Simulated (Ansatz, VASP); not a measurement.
## Mg3BeS in VASP and in Ansatz

```
Mg Be S
1.0
     3.12309    1.80311    3.25115
    -3.12309    1.80311    3.25115
     0.00000   -3.60623    3.25115
Mg Be S
3 1 1
Direct
  0.49624 0.75993 0.09988
  0.09988 0.49624 0.75993
  0.75993 0.09988 0.49624
  0.60411 0.60411 0.60411
  0.00874 0.00874 0.00874
```

Change from the starting cell: species swapped into the Ag3SI type (R3, No. 146).

Alike in both runs: functional PBE; k mesh 6 × 6 × 6; occupations gaussian, width 0.1 eV; no spin polarisation.

Ansatz relaxed the structure, and its values are those at the end. VASP's run is a single point on that final structure, the one shown.

```csv
,VASP,Ansatz
version,VASP 6.6.1,Ansatz 0.2.0
potentials or method,"VASP PAW PBE potentials, release 64 (Mg, Be, S), cutoff 520 eV","scalar-relativistic, plane waves, PAW"
valence electrons in the cell,14,38
```

|  | VASP | Ansatz | Ansatz less VASP |
| --- | --- | --- | --- |
| gap on the k mesh at the Fermi level (eV) | none | none | - |
| pressure (GPa) | -0.1 | 0.0 | +0.10 |
| rms of the force components (eV/Å) | 0.008 | 0.008 | 0.0000 |

A gap of «none» marks a metal or a gap that the smearing closes. VASP's potentials hold 14 valence electrons a cell and Ansatz's 38, so a difference there can come from the potentials and not from the codes.
